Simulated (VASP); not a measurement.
# CdS (P6_3mc) in VASP: further runs, part 2 of 2

VASP 6.6.1. The steps go on from the part before.

## Step 4: Single point, r2SCAN (uniaxial z strain +1.0%)

POSCAR reads:

```
CdS
1.0
    4.1646012827      0.0000000000      0.0000000000
   -2.0823006414      3.6066505075      0.0000000000
    0.0000000000      0.0000000000      6.8336705949
Cd S
2 2
Direct
    0.3333333333      0.6666666667      0.0001468416
    0.6666666667      0.3333333333      0.5001468416
    0.3333333333      0.6666666667      0.3748531584
    0.6666666667      0.3333333333      0.8748531584
```

INCAR.step1 reads:

```
SYSTEM = CdS
  ALGO = Normal
  EDIFF = 1E-4
  ENCUT = 520
  GGA = PE
  ISMEAR = 0
  LASPH = .TRUE.
  LCHARG = .FALSE.
  LREAL = .FALSE.
  LWAVE = .TRUE.
  NBANDS = 26
  NELM = 100
  PREC = Accurate
  SIGMA = 0.01
```

INCAR.step2 reads:

```
SYSTEM = CdS
  ALGO = Normal
  EDIFF = 1E-6
  ENCUT = 520
  ISIF = 2
  ISMEAR = 0
  ISTART = 1
  LASPH = .TRUE.
  LCHARG = .TRUE.
  LELF = .TRUE.
  LMIXTAU = .TRUE.
  LREAL = .FALSE.
  LVHAR = .TRUE.
  LWAVE = .FALSE.
  METAGGA = R2SCAN
  NBANDS = 26
  NELM = 100
  PREC = Accurate
  SIGMA = 0.01
```

KPOINTS reads:

```
k-points
0
G
  12 12 4
  0 0 0
```

Potentials or basis: VASP PAW PBE potentials, release 64 (Cd, S).

Run with:

```console
$ cat potpaw_PBE.64/Cd/POTCAR potpaw_PBE.64/S/POTCAR > POTCAR
$ cp INCAR.step1 INCAR
$ mpirun -np 1 vasp_std > vasp.out
$ cp INCAR.step2 INCAR
$ mpirun -np 1 vasp_std > vasp.out
```

OUTCAR:

```text
SYSTEM = CdS
   EDIFF = 1E-6
   ENCUT = 520
   ISIF = 2
   ISMEAR = 0
   ISTART = 1
   LASPH = .TRUE.
   LREAL = .FALSE.
   METAGGA = R2SCAN
   NELM = 100
   PREC = Accurate

 ion  position               nearest neighbor table
   1  0.333  0.667  0.000-   4 2.55   4 2.55   4 2.55   3 2.56
   2  0.667  0.333  0.500-   3 2.55   3 2.55   3 2.55   4 2.56
   3  0.333  0.667  0.375-   2 2.55   2 2.55   2 2.55   1 2.56
   4  0.667  0.333  0.875-   1 2.55   1 2.55   1 2.55   2 2.56

  LATTYP: Found a hexagonal cell.
 ALAT       =     4.1646012827
 C/A-ratio  =     1.6408943212

  Lattice vectors:

 A1 = (   4.1646012827,   0.0000000000,   0.0000000000)
 A2 = (  -2.0823006414,   3.6066505075,   0.0000000000)
 A3 = (   0.0000000000,   0.0000000000,   6.8336705949)

Analysis of symmetry for initial positions (statically):
=====================================================================
 Subroutine PRICEL returns:
 Original cell was already a primitive cell.

 Routine SETGRP: Setting up the symmetry group for a
 hexagonal supercell.

 Subroutine GETGRP returns: Found 12 space group operations
 (whereof  6 operations were pure point group operations)
 out of a pool of 24 trial point group operations.

The static configuration has the point symmetry C_3v.
 The point group associated with its full space group is C_6v.

Analysis of symmetry for dynamics (positions and initial velocities):
=====================================================================
 Subroutine PRICEL returns:
 Original cell was already a primitive cell.

 Routine SETGRP: Setting up the symmetry group for a
 hexagonal supercell.

 Subroutine GETGRP returns: Found 12 space group operations
 (whereof  6 operations were pure point group operations)
[... 123 lines left out ...]
   EFERMI_NEDOS =   21; number of points for ismear=-14 and -15
   IALGO  =     38    algorithm
   IMIX   =      4    mixing-type and parameters
     AMIX     =   0.40;   BMIX     =  1.00
     AMIX_MAG =   1.60;   BMIX_MAG =  1.00
  volume/ion in A,a.u.               =      25.66       173.17
  Fermi-wavevector in a.u.,A,eV,Ry     =   1.154512  2.181712 18.135181  1.332898
  Thomas-Fermi vector in A             =   2.291148
   LORBIT       =      0    0 simple, 1 ext, 2 COOP (PROOUT), +10 PAW based schemes
   METAGGA = R2SCAN    functional components
   LHFCALC =     F    Hartree Fock is set to
   AEXX    =    0.0000 exact exchange contribution
   IVDW    =     0    specifies the selected vdW correction
   LEPSILON=     F    determine dielectric tensor
   LRPA    =     F    only Hartree local field effects (RPA)
 non-spin polarized calculation
 Gauss-broadening in eV      SIGMA  =   0.01
  energy-cutoff  :      520.00
  volume of cell :      102.64
 maximum number of plane-waves:      2802
 NGX is ok and might be reduce to    32
   NGX = 15   NGY = 15   NGZ = 25

 number of electron      35.9999999 magnetization

 Free energy of the ion-electron system (eV)
  ---------------------------------------------------
  ext. energy  EPLUGINS =         0.00000000
  ---------------------------------------------------
  free energy    TOTEN  =       -59.38161480 eV

  energy without entropy =      -59.38161480  energy(sigma->0) =      -59.38161480

 E-fermi :   0.8364     XC(G=0):  -9.5609

 val. band max:        0.7734157364   @ k =   0.0000   0.0000   0.0000
 cond. band min:       2.3557163094   @ k =   0.0000   0.0000   0.0000
 fundamental gap:      1.5823005730
 Fermi energy:         0.8363734688

 k-point     1 :       0.0000    0.0000    0.0000
  band No.  band energies     occupation
      1     -11.9069      2.00000
      2     -11.5079      2.00000
      3      -7.0720      2.00000
      4      -7.0612      2.00000
      5      -7.0612      2.00000
      6      -6.9770      2.00000
[... 685 lines left out ...]
     25       9.0904      0.00000
     26      10.4031      0.00000

 [... further k-points ...]

------------------------ aborting loop because EDIFF is reached ----------------------------------------

  FORCE on cell =-STRESS in cart. coord.  units (eV):
  Direction    XX          YY          ZZ          XY          YZ          ZX
  --------------------------------------------------------------------------------------
  -------------------------------------------------------------------------------------
  Total       -0.0997208     -0.0997208     -0.4050757      0.0000000      0.0000000      0.0000000
  in kB       -1.5565570     -1.5565570     -6.3228852      0.0000000      0.0000000      0.0000000
  external PRESSURE =      -3.1453331 kB  Pullay stress =       0.0000000 kB

 VOLUME and BASIS-vectors are now :
 -----------------------------------------------------------------------------
  energy-cutoff  :      520.00
  volume of cell :      102.64
      direct lattice vectors                 reciprocal lattice vectors
     4.164601283  0.000000000  0.000000000     0.240119025  0.138632784  0.000000000
    -2.082300641  3.606650507  0.000000000     0.000000000  0.277265568  0.000000000
     0.000000000  0.000000000  6.833670595     0.000000000  0.000000000  0.146334241

 POSITION                                       TOTAL-FORCE (eV/Angst)
 -----------------------------------------------------------------------------------
     -0.00000      2.40443      0.00100         0.000000     -0.000000      0.000289
      2.08230      1.20222      3.41784        -0.000000      0.000000      0.000289
     -0.00000      2.40443      2.56162        -0.000000     -0.000000     -0.000289
      2.08230      1.20222      5.97846        -0.000000     -0.000000     -0.000289
 -----------------------------------------------------------------------------------
    total drift:                               -0.000000     -0.000000      0.003256

  FREE ENERGIE OF THE ION-ELECTRON SYSTEM (eV)
  ---------------------------------------------------
  free  energy   TOTEN  =       -59.3816147959 eV

  energy  without entropy=      -59.3816147959  energy(sigma->0) =      -59.38161480
```

OSZICAR.step1:

```text
N       E                     dE             d eps       ncg     rms          rms(c)
DAV:   1     0.246414173429E+03    0.24641E+03   -0.17492E+04  2972   0.127E+03
DAV:   2     0.348977110224E+00   -0.24607E+03   -0.23738E+03  3262   0.316E+02
DAV:   3    -0.132464135427E+02   -0.13595E+02   -0.13517E+02  3572   0.745E+01
DAV:   4    -0.133858511701E+02   -0.13944E+00   -0.13933E+00  3328   0.734E+00
DAV:   5    -0.133880711677E+02   -0.22200E-02   -0.22199E-02  3540   0.919E-01    0.107E+01
DAV:   6    -0.123139810282E+02    0.10741E+01   -0.19296E+00  3880   0.140E+01    0.853E+00
DAV:   7    -0.122951617197E+02    0.18819E-01   -0.68913E-01  3102   0.441E+00    0.396E+00
DAV:   8    -0.122931222854E+02    0.20394E-02   -0.78915E-02  3196   0.275E+00    0.500E-01
DAV:   9    -0.122917790976E+02    0.13432E-02   -0.13673E-02  3304   0.142E+00    0.142E-01
DAV:  10    -0.122920332824E+02   -0.25418E-03   -0.11926E-03  3158   0.332E-01    0.118E-01
DAV:  11    -0.122921944648E+02   -0.16118E-03   -0.26877E-04  2836   0.114E-01    0.674E-02
DAV:  12    -0.122921881092E+02    0.63555E-05   -0.11718E-04  2098   0.844E-02
   1 F= -.12292188E+02 E0= -.12292188E+02  d E =-.429145E-40
```

Wall time 3.3 min (1 thread of Intel Xeon 6975P-C (Granite Rapids), shared host); peak memory 0.31 GiB.

What came out:

| Item | Value |
| --- | --- |
| Free energy | -59.3816 eV |
| Pressure | -0.3 GPa |
| Band gap on the k mesh | 1.58 eV |

Stress tensor (GPa, compression positive):
```
-0.16  0.00  0.00
 0.00 -0.16  0.00
 0.00  0.00 -0.63
```

Levels at points of the mesh, in eV from the valence-band top:
```tsv
k point	band 16	band 17	band 18	band 19	band 20	band 21
(0.00, 0.00, 0.00)	-0.07	0.00	0.00	1.58	3.27	7.02
(0.50, 0.00, 0.00)	-1.80	-1.27	-0.73	4.10	4.28	5.38
(0.00, 0.00, 0.50)	-0.37	-0.37	-0.37	3.25	3.25	6.57
(0.50, 0.00, 0.50)	-1.32	-1.29	-1.29	3.83	3.83	5.78
```

Caveat: the cell differs from its parent crystal (uniaxial z strain +1.0%); the PAW data sets were made with another functional, which shifts forces and pressure a little. A k mesh can miss the band edges.

## Step 5: Single point, r2SCAN (uniaxial z strain +2.0%)

POSCAR reads:

```
CdS
1.0
    4.1646012827      0.0000000000      0.0000000000
   -2.0823006414      3.6066505075      0.0000000000
    0.0000000000      0.0000000000      6.9013306998
Cd S
2 2
Direct
    0.3333333333      0.6666666667      0.0011599658
    0.6666666667      0.3333333333      0.5011599658
    0.3333333333      0.6666666667      0.3738400342
    0.6666666667      0.3333333333      0.8738400342
```

INCAR.step1 reads:

```
PREC     = Accurate       # precision mode
ENCUT    = 520            # plane-wave cutoff, eV
ISMEAR   = 0              # smearing method
SIGMA    = 0.01           # smearing width, eV
LREAL    = F              # projectors in reciprocal space
LASPH    = T              # aspherical terms in the spheres
NELM     = 60             # most SCF steps
NBANDS   = 26             # bands
GGA      = PE             # functional
ALGO     = Normal         # electronic algorithm
EDIFF    = 1E-4           # SCF threshold, eV
LWAVE    = T              # write WAVECAR
LCHARG   = F              # write CHGCAR
```

INCAR.step2 reads:

```
PREC     = Accurate       # precision mode
ENCUT    = 520            # plane-wave cutoff, eV
EDIFF    = 1E-7           # SCF threshold, eV
ISMEAR   = 0              # smearing method
SIGMA    = 0.01           # smearing width, eV
LREAL    = F              # projectors in reciprocal space
LASPH    = T              # aspherical terms in the spheres
NELM     = 60             # most SCF steps
ALGO     = Normal         # electronic algorithm
ISIF     = 2              # what is computed and relaxed
LWAVE    = F              # write WAVECAR
LCHARG   = T              # write CHGCAR
METAGGA  = R2SCAN         # meta-GGA
LMIXTAU  = T            
LELF     = T              # ELF
LVHAR    = T            
NBANDS   = 26             # bands
ISTART   = 1
```

KPOINTS reads:

```
Automatic mesh
0
Gamma
  12 12 4
```

Potentials or basis: VASP PAW PBE potentials, release 64 (Cd, S).

Run with:

```console
$ cat potpaw_PBE.64/Cd/POTCAR potpaw_PBE.64/S/POTCAR > POTCAR
$ cp INCAR.step1 INCAR
$ mpirun -np 1 vasp_std > vasp.out
$ cp INCAR.step2 INCAR
$ mpirun -np 1 vasp_std > vasp.out
```

OUTCAR:

```text
PREC = Accurate
   ENCUT = 520
   EDIFF = 1E-7
   ISMEAR = 0
   LREAL = F
   LASPH = T
   NELM = 60
   ISIF = 2
   METAGGA = R2SCAN
   ISTART = 1

 ion  position               nearest neighbor table
   1  0.333  0.667  0.001-   4 2.56   4 2.56   4 2.56   3 2.57
   2  0.667  0.333  0.501-   3 2.56   3 2.56   3 2.56   4 2.57
   3  0.333  0.667  0.374-   2 2.56   2 2.56   2 2.56   1 2.57
   4  0.667  0.333  0.874-   1 2.56   1 2.56   1 2.56   2 2.57

  LATTYP: Found a hexagonal cell.
 ALAT       =     4.1646012827
 C/A-ratio  =     1.6571407996

  Lattice vectors:

 A1 = (   4.1646012827,   0.0000000000,   0.0000000000)
 A2 = (  -2.0823006414,   3.6066505075,   0.0000000000)
 A3 = (   0.0000000000,   0.0000000000,   6.9013306998)

Analysis of symmetry for initial positions (statically):
=====================================================================
 Subroutine PRICEL returns:
 Original cell was already a primitive cell.

 Routine SETGRP: Setting up the symmetry group for a
 hexagonal supercell.

[... 170 lines left out ...]

  energy without entropy =      -59.37483391  energy(sigma->0) =      -59.37483391

 E-fermi :   0.7858     XC(G=0):  -9.5136

 val. band max:        0.7054764781   @ k =   0.0000   0.0000   0.0000
 cond. band min:       2.2415097575   @ k =   0.0000   0.0000   0.0000
 fundamental gap:      1.5360332794
 Fermi energy:         0.7857636614

 k-point     1 :       0.0000    0.0000    0.0000
  band No.  band energies     occupation
      1     -11.9278      2.00000
      2     -11.5432      2.00000
      3      -7.1260      2.00000
      4      -7.1111      2.00000
      5      -7.1111      2.00000
      6      -7.0294      2.00000
[... 685 lines left out ...]
     25       8.9656      0.00000
     26      10.3130      0.00000

 [... further k-points ...]

------------------------ aborting loop because EDIFF is reached ----------------------------------------

  FORCE on cell =-STRESS in cart. coord.  units (eV):
  Direction    XX          YY          ZZ          XY          YZ          ZX
  --------------------------------------------------------------------------------------
  -------------------------------------------------------------------------------------
  Total       -0.3657564     -0.3657564     -1.0106249      0.0000000      0.0000000      0.0000000
  in kB       -5.6531721     -5.6531721    -15.6203312      0.0000000      0.0000000      0.0000000
  external PRESSURE =      -8.9755585 kB  Pullay stress =       0.0000000 kB

 VOLUME and BASIS-vectors are now :
 -----------------------------------------------------------------------------
  energy-cutoff  :      520.00
  volume of cell :      103.66
      direct lattice vectors                 reciprocal lattice vectors
     4.164601283  0.000000000  0.000000000     0.240119025  0.138632784  0.000000000
    -2.082300641  3.606650507  0.000000000     0.000000000  0.277265568  0.000000000
     0.000000000  0.000000000  6.901330700     0.000000000  0.000000000  0.144899592

 POSITION                                       TOTAL-FORCE (eV/Angst)
 -----------------------------------------------------------------------------------
     -0.00000      2.40443      0.00801        -0.000000      0.000000      0.001794
      2.08230      1.20222      3.45867         0.000000     -0.000000      0.001794
     -0.00000      2.40443      2.57999        -0.000000      0.000000     -0.001794
      2.08230      1.20222      6.03066        -0.000000      0.000000     -0.001794
 -----------------------------------------------------------------------------------
    total drift:                               -0.000000      0.000000      0.005027

  FREE ENERGIE OF THE ION-ELECTRON SYSTEM (eV)
  ---------------------------------------------------
  free  energy   TOTEN  =       -59.3748339080 eV

  energy  without entropy=      -59.3748339080  energy(sigma->0) =      -59.37483391
```

OSZICAR.step1:

```text
N       E                     dE             d eps       ncg     rms          rms(c)
DAV:   1     0.243181651396E+03    0.24318E+03   -0.17359E+04  2980   0.126E+03
DAV:   2     0.332634953661E+00   -0.24285E+03   -0.23420E+03  3244   0.314E+02
DAV:   3    -0.132505148093E+02   -0.13583E+02   -0.13498E+02  3598   0.743E+01
DAV:   4    -0.133939500096E+02   -0.14344E+00   -0.14329E+00  3410   0.736E+00
DAV:   5    -0.133961516232E+02   -0.22016E-02   -0.22015E-02  3468   0.908E-01    0.105E+01
DAV:   6    -0.123161767104E+02    0.10800E+01   -0.19444E+00  3860   0.139E+01    0.838E+00
DAV:   7    -0.122975539489E+02    0.18623E-01   -0.67405E-01  3080   0.436E+00    0.395E+00
DAV:   8    -0.122958364026E+02    0.17175E-02   -0.75624E-02  3220   0.268E+00    0.481E-01
DAV:   9    -0.122944359488E+02    0.14005E-02   -0.13364E-02  3312   0.138E+00    0.135E-01
DAV:  10    -0.122947137153E+02   -0.27777E-03   -0.11800E-03  3166   0.323E-01    0.119E-01
DAV:  11    -0.122948731067E+02   -0.15939E-03   -0.25170E-04  2832   0.108E-01    0.666E-02
DAV:  12    -0.122948692916E+02    0.38152E-05   -0.11251E-04  2098   0.795E-02
   1 F= -.12294869E+02 E0= -.12294869E+02  d E =-.772939E-57
```

Run time: 3.7 min. Hardware: 1 thread of Intel Xeon 6975P-C (Granite Rapids), shared host; peak memory 0.32 GiB.

Results:

```yaml
Free_energy: -59.3748 eV
Pressure: -0.9 GPa
Band_gap_on_the_k_mesh: 1.54 eV
```

Stress tensor (GPa, compression positive):
```
-0.57  0.00  0.00
 0.00 -0.57  0.00
 0.00  0.00 -1.56
```

Levels at points of the mesh, in eV from the valence-band top:
```tsv
k point	band 14	band 15	band 16	band 17	band 18	band 19	band 20	band 21	band 22	band 23
(0.00, 0.00, 0.00)	-0.69	-0.69	-0.10	0.00	0.00	1.54	3.31	7.06	7.06	7.13
(0.50, 0.00, 0.00)	-3.40	-2.56	-1.75	-1.27	-0.71	4.05	4.31	5.33	6.63	7.45
(0.00, 0.00, 0.50)	-2.45	-0.36	-0.36	-0.36	-0.36	3.23	3.23	6.52	6.52	7.40
(0.50, 0.00, 0.50)	-3.98	-1.34	-1.34	-1.26	-1.26	3.79	3.79	5.76	5.76	8.24
```

Caveat: the cell differs from its parent crystal (uniaxial z strain +2.0%); the PAW data sets were made with another functional, which shifts forces and pressure a little. A k mesh can miss the band edges.

## Step 6: Summary

```csv
cell,gap on the mesh (eV),pressure (GPa)
"a = 4.165, b = 4.165, c = 6.698 Å, angles 90.0, 90.0, 120.0°, 4 atoms, atomic positions A",1.67,0.9
"a = 4.165, b = 4.165, c = 6.766 Å, angles 90.0, 90.0, 120.0°, 4 atoms, atomic positions B",1.63,0.3
"a = 4.165, b = 4.165, c = 6.834 Å, angles 90.0, 90.0, 120.0°, 4 atoms, atomic positions C",1.58,-0.3
"a = 4.165, b = 4.165, c = 6.901 Å, angles 90.0, 90.0, 120.0°, 4 atoms, atomic positions D",1.54,-0.9
```

Alike in all rows: task single point; level r2SCAN; potentials or basis VASP PAW PBE potentials, release 64 (Cd, S); no spin polarisation; k mesh 12 × 12 × 4; cutoff (eV) 520; smearing gaussian 0.01 eV.

Caveats: the PAW data sets were made with another functional, which shifts forces and pressure a little.

Total energies depend on the potentials used, so only differences within one code and one set of settings carry meaning.
